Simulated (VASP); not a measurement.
LaBi2ClO4, 8 atoms in the cell. Symmetry: P4/mmm, No. 123, tetragonal system. The conventional cell has a = 4.059 Å, b = 4.059 Å, c = 9.496 Å, α = 90.00°, β = 90.00°, γ = 90.00°. Within 3.4 Å of La (site symmetry 4/mmm) lie 8 O at 2.54 Å. Within 3.1 Å of Bi (site symmetry 4mm) lie 4 O at 2.31 Å. Within 4.8 Å of Cl (site symmetry 4/mmm) lie 8 Bi at 3.56 Å and 8 O at 3.80 Å and 4 Cl at 4.06 Å and 2 La at 4.75 Å. Within 3.1 Å of O (site symmetry 2mm) lie 2 Bi at 2.31 Å and 2 La at 2.54 Å and 5 O at 2.87 to 3.07 Å. 

| Quantity | Value |
| --- | --- |
| Program | VASP 6.6.1 |
| Task | single point |
| Functional | PBEsol |
| Potentials or basis | VASP PAW PBE potentials, release 64 (La, Bi_d, Cl, O) |
| Cutoff | 520 eV |
| k mesh | 6 × 6 × 4 |
| Occupations | gaussian, width 0.01 eV |
| Spin | no spin polarisation |
| Dipole correction | no |
| Further INCAR settings | ALGO = Normal; EDIFF = 1e-06; NBANDS = 46 |

Potentials or basis: VASP PAW PBE potentials, release 64 (La, Bi_d, Cl, O).

Command:

```bash
$ cat potpaw_PBE.64/La/POTCAR potpaw_PBE.64/Bi_d/POTCAR potpaw_PBE.64/Cl/POTCAR potpaw_PBE.64/O/POTCAR > POTCAR
$ mpirun -np 1 vasp_std > vasp.out
```

Hardware: 1 thread of Intel(R) Xeon(R) 6975P-C (Granite Rapids), on a shared host.

Question: How long does it take, and how much memory?

Answer: Run time: 2.5 min on 1 thread of Intel(R) Xeon(R) 6975P-C (Granite Rapids), on a shared host, peak memory 0.38 GiB. Counts: scf iterations 18, k points 30.
